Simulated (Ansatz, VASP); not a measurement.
# Ru in VASP and in Ansatz

```
Ru
1.0
     2.69075    0.00000    0.00000
    -1.34538    2.33026    0.00000
     0.00000    0.00000    4.24938
Ru
2
Direct
  0.33333 0.66667 0.25000
  0.66667 0.33333 0.75000
```

Alike in both runs: functional PBEsol; k mesh 19 × 19 × 10; occupations fermi-dirac, width 0.08 eV; no spin polarisation.

Ansatz relaxed the structure, and its values are those at the end. VASP's run is a single point on that final structure, the one shown.

|  | VASP | Ansatz |
| --- | --- | --- |
| version | VASP 6.6.1 | Ansatz 0.2.0 |
| potentials or method | VASP PAW PBE potentials, release 64 (Ru_pv) | PAW with Ansatz's default frozen-core files, scalar-relativistic |
| plane-wave cutoff (eV) | 520 | 420 |
| valence electrons in the cell | 28 | 32 |

```csv
,VASP,Ansatz,Ansatz less VASP
pressure (GPa),-0.1,0.0,+0.08
```

VASP's potentials were made for PBE, not for PBEsol. VASP's potentials hold 28 valence electrons a cell and Ansatz's 32, so a difference there can come from the potentials and not from the codes.
